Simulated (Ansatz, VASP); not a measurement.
# Al2O3: VASP beside Ansatz

```
Al O
1.0
     5.13022    0.00000    0.00000
     2.92151    4.21710    0.00000
     2.92151    1.53014    3.92971
Al O
4 6
Direct
  0.35216 0.35216 0.35216
  0.14784 0.14784 0.14784
  0.64784 0.64784 0.64784
  0.85216 0.85216 0.85216
  0.55668 0.94332 0.25000
  0.25000 0.55668 0.94332
  0.94332 0.25000 0.55668
  0.44332 0.05668 0.75000
  0.75000 0.44332 0.05668
  0.05668 0.75000 0.44332
```

Alike in both runs: task single point; functional PBE; k mesh 6 × 6 × 6; no spin polarisation.

```csv
,VASP,Ansatz
version,VASP 6.6.1,Ansatz 0.2.0
potentials or method,"VASP PAW PBE potentials, release 64 (Al, O), cutoff 520 eV","plane waves, PAW"
occupations,"fermi-dirac, width 0.1 eV",fermi-dirac
valence electrons in the cell,48,48
```

```tsv
	VASP	Ansatz	Ansatz less VASP
gap on the k mesh at the Fermi level (eV)	6.22	6.22	+0.002
```
